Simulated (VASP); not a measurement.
A run of VASP 6.6.1 is set up as follows.

File INCAR:

```
SYSTEM = ZrC
  PREC = Accurate
  ENCUT = 520
  EDIFF = 1E-6
  ISMEAR = 0
  SIGMA = 0.15
  LREAL = .FALSE.
  LASPH = .TRUE.
  NELM = 60
  ALGO = Normal
  ISIF = 2
  LWAVE = .FALSE.
  LCHARG = .FALSE.
  GGA = PE
  NBANDS = 15
```

KPOINTS

```
Automatic mesh
0
G
  18 18 18
  0 0 0
```

POSCAR

```
ZrC
1.0
    0.0000000000      2.4442184000      2.5382268000
    2.4442184000      0.0000000000      2.5382268000
    2.4442184000      2.4442184000      0.0000000000
Zr C
1 1
Direct
    0.5000000000      0.5000000000      0.5000000000
    0.0000000000      0.0000000000      0.0000000000
```

Potentials or basis: VASP PAW PBE potentials, release 64 (Zr_sv, C).

The run is started by

```bash
$ cat potpaw_PBE.64/Zr_sv/POTCAR potpaw_PBE.64/C/POTCAR > POTCAR
$ mpirun -np 1 vasp_std > vasp.out
```

Predict the pressure.

-23.9 GPa.

What does it give for the band gap on the k mesh?

Zero (band 8 reaches 8.85 eV, above the bottom of band 9 at 7.52 eV).

Stress tensor (GPa, compression positive):
```
-22.13   0.00   0.00
  0.00 -22.13   0.00
  0.00   0.00 -27.55
```

Caveat: the cell differs from its parent crystal (strain +0.040 along x and y, +0.080 along z).
